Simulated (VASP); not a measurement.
Write the native input for VASP 6.6.1 that does the following.

* Task: single point
* Functional: PBE
* Potentials or basis: VASP PAW PBE potentials, release 64 (Ge_d)
* Cutoff: 520 eV
* k mesh: 15 × 15 × 15
* Occupations: fermi-dirac, width 0.08 eV
* Spin: no spin polarisation
* Dipole correction: no
* Further INCAR settings: ALGO = Normal; EDIFF = 1e-06; NBANDS = 13

The structure of Ge lies in POSCAR:

```
Ge
1.0
    2.5572968751      0.0000000000      0.0000000000
    0.0000000000      2.5572968751      0.0000000000
    0.0000000000      0.0000000000      2.5572968751
Ge
1
Direct
    0.0000000000      0.0000000000      0.0000000000
```

This cell differs from its parent crystal: volume scaled by 0.84.

The input as run:

INCAR

```
ALGO     = Normal         # electronic algorithm
EDIFF    = 1E-6           # SCF threshold, eV
ENCUT    = 520            # plane-wave cutoff, eV
GGA      = PE             # functional
ISIF     = 2              # what is computed and relaxed
ISMEAR   = -1             # smearing method
LASPH    = T              # aspherical terms in the spheres
LCHARG   = F              # write CHGCAR
LREAL    = F              # projectors in reciprocal space
LWAVE    = F              # write WAVECAR
NBANDS   = 13             # bands
NELM     = 100            # most SCF steps
PREC     = Accurate       # precision mode
SIGMA    = 0.08           # smearing width, eV
```

KPOINTS

```
k-points
0
Gamma
  15 15 15
```

Potentials or basis: VASP PAW PBE potentials, release 64 (Ge_d).

Launch:

```bash
$ cat potpaw_PBE.64/Ge_d/POTCAR > POTCAR
$ mpirun -np 1 vasp_std > vasp.out
```

Results of the run:

```yaml
Pressure: 17.4 GPa
Band_gap_on_the_k_mesh: zero (band 7 reaches 15.45 eV, above the bottom of band 8 at 5.20 eV)
```

Wall time 6.5 s on 1 thread of Intel(R) Xeon(R) 6975P-C (Granite Rapids), with other jobs on the host, peak memory 0.13 GiB.
